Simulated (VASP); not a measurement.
# AlNi3 (I4mm) in VASP: notebook, part 2 of 2

VASP 6.6.1. Earlier steps stand in the parts before.

### Step 4. Single point, PBEsol (atom 3 (Ni) moved +0.180 Å towards its neighbour atom 1 (Al) at 2.798 Å)

INCAR reads:

```
ALGO = Fast ; EDIFF = 1E-6
ENCUT = 520 ; GGA = PS
ISIF = 2 ; ISMEAR = 0
LASPH = True ; LCHARG = False
LREAL = False ; LWAVE = False
NBANDS = 24 ; NELM = 100
PREC = Accurate ; SIGMA = 0.15
```

KPOINTS reads:

```
k-points
0
Gamma
  14 14 14
```

POSCAR reads:

```
AlNi3
1.0
    0.0000000000      2.7984078565      2.7984078565
    2.7984078565      0.0000000000      2.7984078565
    2.7984078565      2.7984078565      0.0000000000
Al Ni
1 3
Direct
    0.5000000000      0.5000000000      0.5000000000
    0.2500000000      0.2500000000      0.2500000000
   -0.0321611447     -0.0321611447      0.0321611447
    0.7500000000      0.7500000000      0.7500000000
```

Potentials or basis: VASP PAW PBE potentials, release 64 (Al, Ni).

On the command line:

```console
cat potpaw_PBE.64/Al/POTCAR potpaw_PBE.64/Ni/POTCAR > POTCAR
mpirun -np 1 vasp_std > vasp.out
```

OUTCAR:

```text
EDIFF = 1E-6
   ENCUT = 520
   GGA = PS
   ISIF = 2
   ISMEAR = 0
   LASPH = True
   LREAL = False
   NELM = 100
   PREC = Accurate

 ion  position               nearest neighbor table
   1  0.500  0.500  0.500-   2 2.42   2 2.42   2 2.42   2 2.42   4 2.42   4 2.42   4 2.42   4 2.42
                             3 2.62   3 2.80   3 2.80   3 2.80   3 2.80   3 2.98
   2  0.250  0.250  0.250-   3 2.32   3 2.32   1 2.42   1 2.42   1 2.42   1 2.42   3 2.53   3 2.53
                             4 2.80   4 2.80   4 2.80   4 2.80   4 2.80   4 2.80
   3  0.968  0.968  0.032-   4 2.32   4 2.32   2 2.32   2 2.32   4 2.53   2 2.53   4 2.53   2 2.53
                             1 2.62   1 2.80   1 2.80   1 2.80   1 2.80   1 2.98
   4  0.750  0.750  0.750-   3 2.32   3 2.32   1 2.42   1 2.42   1 2.42   1 2.42   3 2.53   3 2.53
                             2 2.80   2 2.80   2 2.80   2 2.80   2 2.80   2 2.80

  LATTYP: Found a face centered cubic cell.
 ALAT       =     5.5968157130

  Lattice vectors:

 A1 = (   0.0000000000,   2.7984078565,   2.7984078565)
 A2 = (   2.7984078565,   0.0000000000,   2.7984078565)
 A3 = (   2.7984078565,   2.7984078565,   0.0000000000)

Analysis of symmetry for initial positions (statically):
=====================================================================
 Subroutine PRICEL returns:
 Original cell was already a primitive cell.

 Routine SETGRP: Setting up the symmetry group for a
 face centered cubic supercell.

 Subroutine GETGRP returns: Found  8 space group operations
 (whereof  8 operations were pure point group operations)
 out of a pool of 48 trial point group operations.

The static configuration has the point symmetry C_4v.

Analysis of symmetry for dynamics (positions and initial velocities):
=====================================================================
 Subroutine PRICEL returns:
 Original cell was already a primitive cell.

[... 129 lines left out ...]
   IMIX   =      4    mixing-type and parameters
     AMIX     =   0.40;   BMIX     =  1.00
     AMIX_MAG =   1.60;   BMIX_MAG =  1.00
  volume/ion in A,a.u.               =      10.96        73.94
  Fermi-wavevector in a.u.,A,eV,Ry     =   1.489333  2.814431 30.179255  2.218113
  Thomas-Fermi vector in A             =   2.602255
   LORBIT       =      0    0 simple, 1 ext, 2 COOP (PROOUT), +10 PAW based schemes
   GGA     = PS    functional components
   LHFCALC =     F    Hartree Fock is set to
   AEXX    =    0.0000 exact exchange contribution
   IVDW    =     0    specifies the selected vdW correction
   LEPSILON=     F    determine dielectric tensor
   LRPA    =     F    only Hartree local field effects (RPA)
 non-spin polarized calculation
 RMM-DIIS sequential band-by-band and
 Gauss-broadening in eV      SIGMA  =   0.15
  energy-cutoff  :      520.00
  volume of cell :       43.83
 maximum number of plane-waves:      1243
 NGX is ok and might be reduce to    30
   NGX = 15   NGY = 15   NGZ = 15

 number of electron      33.0000020 magnetization

 Free energy of the ion-electron system (eV)
  ---------------------------------------------------
  ext. energy  EPLUGINS =         0.00000000
  ---------------------------------------------------
  free energy    TOTEN  =       -23.93590415 eV

  energy without entropy =      -23.90316449  energy(sigma->0) =      -23.91953432

 E-fermi :   9.8715     XC(G=0): -12.9767

 val. band max:        9.8651543471   @ k =   0.4286   0.0714   0.5000
 cond. band min:       9.8734488238   @ k =   0.5000   0.4286   0.0714
 fundamental gap:      0.0082944766
 Fermi energy:         9.8714813554

 k-point     1 :       0.0000    0.0000    0.0000
  band No.  band energies     occupation
      1      -0.3786      2.00000
      2       6.1292      2.00000
      3       6.1768      2.00000
      4       6.3515      2.00000
      5       6.3515      2.00000
      6       6.4683      2.00000
[... 637 lines left out ...]
     23      18.3497      0.00000
     24      21.1930      0.00000

 [... further k-points ...]

------------------------ aborting loop because EDIFF is reached ----------------------------------------

  FORCE on cell =-STRESS in cart. coord.  units (eV):
  Direction    XX          YY          ZZ          XY          YZ          ZX
  --------------------------------------------------------------------------------------
  -------------------------------------------------------------------------------------
  Total        0.6316467      0.6316467      0.3927093      0.0000000      0.0000000      0.0000000
  in kB       23.0898872     23.0898872     14.3555150      0.0000000      0.0000000      0.0000000
  external PRESSURE =      20.1784298 kB  Pullay stress =       0.0000000 kB

 VOLUME and BASIS-vectors are now :
 -----------------------------------------------------------------------------
  energy-cutoff  :      520.00
  volume of cell :       43.83
      direct lattice vectors                 reciprocal lattice vectors
     0.000000000  2.798407856  2.798407856    -0.178673026  0.178673026  0.178673026
     2.798407856  0.000000000  2.798407856     0.178673026 -0.178673026  0.178673026
     2.798407856  2.798407856  0.000000000     0.178673026  0.178673026 -0.178673026

 POSITION                                       TOTAL-FORCE (eV/Angst)
 -----------------------------------------------------------------------------------
      2.79841      2.79841      2.79841         0.000000      0.000000     -0.301659
      1.39920      1.39920      1.39920         0.000000      0.000000     -0.690433
      2.79841      2.79841      5.41682         0.000000      0.000000      1.682526
      4.19761      4.19761      4.19761         0.000000      0.000000     -0.690433
 -----------------------------------------------------------------------------------
    total drift:                               -0.000000     -0.000000      0.000078

  FREE ENERGIE OF THE ION-ELECTRON SYSTEM (eV)
  ---------------------------------------------------
  free  energy   TOTEN  =       -23.9359041523 eV

  energy  without entropy=      -23.9031644940  energy(sigma->0) =      -23.91953432
```

OSZICAR:

```text
N       E                     dE             d eps       ncg     rms          rms(c)
DAV:   1     0.184781855102E+03    0.18478E+03   -0.14124E+04 11728   0.177E+03
DAV:   2    -0.191907250556E+02   -0.20397E+03   -0.19234E+03 11720   0.322E+02
DAV:   3    -0.278122162244E+02   -0.86215E+01   -0.82427E+01 14232   0.911E+01
DAV:   4    -0.279396800269E+02   -0.12746E+00   -0.12739E+00 14152   0.967E+00
DAV:   5    -0.279439628776E+02   -0.42829E-02   -0.42828E-02 15040   0.164E+00    0.196E+01
RMM:   6    -0.275948949712E+02    0.34907E+00   -0.40274E+01 12777   0.747E+01    0.179E+01
RMM:   7    -0.240870122117E+02    0.35079E+01   -0.11128E+01 11923   0.418E+01    0.521E+00
RMM:   8    -0.243450227260E+02   -0.25801E+00   -0.71030E-01 12651   0.922E+00    0.731E+00
RMM:   9    -0.239523035212E+02    0.39272E+00   -0.28738E-01 12606   0.626E+00    0.813E-01
RMM:  10    -0.239372741998E+02    0.15029E-01   -0.35947E-02 12564   0.155E+00    0.461E-01
RMM:  11    -0.239357453348E+02    0.15289E-02   -0.97017E-03 14093   0.981E-01    0.172E-01
RMM:  12    -0.239359887290E+02   -0.24339E-03   -0.25179E-03 13848   0.522E-01    0.140E-01
RMM:  13    -0.239358809970E+02    0.10773E-03   -0.11176E-03 14289   0.321E-01    0.534E-02
RMM:  14    -0.239358972912E+02   -0.16294E-04   -0.37090E-04 15513   0.147E-01    0.133E-02
RMM:  15    -0.239359033080E+02   -0.60167E-05   -0.74281E-05 16189   0.506E-02    0.854E-03
RMM:  16    -0.239359041523E+02   -0.84432E-06   -0.82430E-06 11776   0.212E-02
   1 F= -.23935904E+02 E0= -.23919534E+02  d E =-.327397E-01
```

Wall time 7.3 min (1 thread of Intel Xeon 8259CL, shared host); peak memory 0.34 GiB.

What came out:

| Item | Value |
| --- | --- |
| Free energy | -23.9359 eV |
| Pressure | 2.0 GPa |
| Largest force | 1.683 eV/Å |
| Band gap on the k mesh | zero (an odd number of electrons rules out a gap without spin polarisation) |

Forces on the atoms (eV/Å):
```
Al   0.000  0.000 -0.302
Ni   0.000  0.000 -0.690
Ni   0.000  0.000  1.683
Ni   0.000  0.000 -0.690
```

Levels at points of the mesh, in eV from the Fermi level:
| k point | band 12 | band 13 | band 14 | band 15 | band 16 | band 17 | band 18 | band 19 | band 20 | band 21 |
| --- | --- | --- | --- | --- | --- | --- | --- | --- | --- | --- |
| (0.00, 0.00, 0.00) | -0.91 | -0.68 | -0.58 | -0.58 | -0.51 | 5.26 | 5.26 | 5.36 | 5.97 | 6.05 |
| (0.50, 0.00, 0.00) | -1.74 | -0.72 | -0.66 | -0.52 | -0.44 | -0.15 | 4.23 | 4.27 | 4.84 | 4.86 |
| (0.50, 0.50, 0.00) | -1.20 | -1.20 | -0.66 | -0.61 | -0.56 | -0.48 | -0.48 | 0.04 | 4.27 | 4.71 |
| (0.00, 0.50, 0.50) | -1.22 | -1.10 | -0.63 | -0.59 | -0.33 | -0.32 | -0.32 | -0.05 | 4.21 | 4.66 |

Caveat: the cell differs from its parent crystal (atom 3 (Ni) moved +0.180 Å towards its neighbour atom 1 (Al) at 2.798 Å); the PAW data sets were made with another functional, which shifts forces and pressure a little. Spin polarisation is off, so any magnetic state and its effect on volume and gap are missing.

### Step 5. Summary

| cell | gap on the mesh (eV) | pressure (GPa) | largest force (eV/Å) |
| --- | --- | --- | --- |
| as given, atomic positions A | none | 10.9 | 4.21 |
| as given, atomic positions B | none | 5.7 | 2.91 |
| as given, atomic positions C | none | 2.0 | 1.68 |

Alike in all rows: task single point; level PBEsol; potentials or basis VASP PAW PBE potentials, release 64 (Al, Ni); no spin polarisation; k mesh 14 × 14 × 14; cutoff (eV) 520; smearing gaussian 0.15 eV.

Caveats: the PAW data sets were made with another functional, which shifts forces and pressure a little; the cell stands under pressure (at least some runs).

Total energies depend on the potentials used, so only differences within one code and one set of settings carry meaning.
